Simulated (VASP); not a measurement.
The system is WS2.

```
W S
1.0
     3.15552    0.00000    0.00000
    -1.57776    2.73276    0.00000
     0.00000    0.00000   14.70626
W S
2 4
Direct
  0.33333 0.66667 0.25000
  0.66667 0.33333 0.75000
  0.33333 0.66667 0.64425
  0.66667 0.33333 0.14425
  0.33333 0.66667 0.85575
  0.66667 0.33333 0.35575
```

- Program: VASP 6.6.1
- Task: relaxation of shape and atoms at fixed volume
- Functional: PBE
- Potentials or basis: VASP PAW PBE potentials, release 64 (W_sv, S)
- Cutoff: 600 eV
- k mesh: 12 × 12 × 2
- Occupations: gaussian, width 0.02 eV
- Spin: no spin polarisation

At the start: pressure 4.2 GPa; volume 21.14 Å³/atom.

Problem. Where does the relaxation end?

Solution. Over 8 steps the energy falls by 8.3 meV/atom; space group P6_3/mmc (No. 194, to 0.1 Å) before and after.

The path:
| step | energy change (eV) | largest force (eV/Å) | pressure (GPa) | volume (Å³) |
| --- | --- | --- | --- | --- |
| 1 | 0.0000 | 0.5589 | 4.24 | 126.82 |
| 2 | -0.0282 | 0.0104 | 1.73 | 126.82 |
| 3 | -0.0283 | 0.0189 | 1.86 | 126.82 |
| 4 | -0.0445 | 0.0175 | 0.99 | 126.82 |
| 5 | -0.0500 | 0.0173 | 0.14 | 126.82 |
| 6 | -0.0500 | 0.0173 | 0.10 | 126.82 |
| 7 | -0.0500 | 0.0141 | -0.03 | 126.82 |
| 8 | -0.0501 | 0.0009 | 0.03 | 126.82 |

Final structure:
```
CELL_PARAMETERS angstrom
3.18775 0.00000 0.00000
-1.59388 2.76068 0.00000
0.00000 0.00000 14.41034
ATOMIC_POSITIONS crystal
W 0.33333 0.66667 0.25000
W 0.66667 0.33333 0.75000
S 0.33333 0.66667 0.64098
S 0.66667 0.33333 0.14098
S 0.33333 0.66667 0.85902
S 0.66667 0.33333 0.35902
```

Caveat: this functional lacks dispersion, which binds layers or chains, so the pressure and a relaxed spacing across them are unreliable.
